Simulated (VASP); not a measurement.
Here is a VASP 6.6.1 calculation.

The input INCAR:

```
PREC = Accurate ; ENCUT = 520
EDIFF = 1E-7 ; ISMEAR = 0
SIGMA = 0.1 ; LREAL = False
LASPH = True ; NELM = 100
ALGO = Fast ; ISIF = 2
LWAVE = False ; LCHARG = True
GGA = PS ; LELF = True
LVHAR = True ; NBANDS = 11
```

Contents of KPOINTS:

```
regular mesh
0
Gamma
  12 12 12
```

Contents of POSCAR:

```
Ca
1.0
    3.5520801123      0.0000000000      0.0000000000
    0.0000000000      3.5520801123      0.0000000000
    0.0000000000      0.0000000000      3.5520801123
Ca
1
Direct
    0.0000000000      0.0000000000      0.0000000000
```

Potentials or basis: VASP PAW PBE potentials, release 64 (Ca_sv).

Command:

```bash
$ cat potpaw_PBE.64/Ca_sv/POTCAR > POTCAR
$ mpirun -np 1 vasp_std > vasp.out
```

**Question.** Predict the band gap on the k mesh.

**Answer.** Zero (bands 5 and 6 overlap by 1.21 eV).

**Question.** What does it give for the pressure?

**Answer.** -0.9 GPa.

Caveat: the cell differs from its parent crystal (strained); the PAW data sets were made with another functional, which shifts forces and pressure a little.
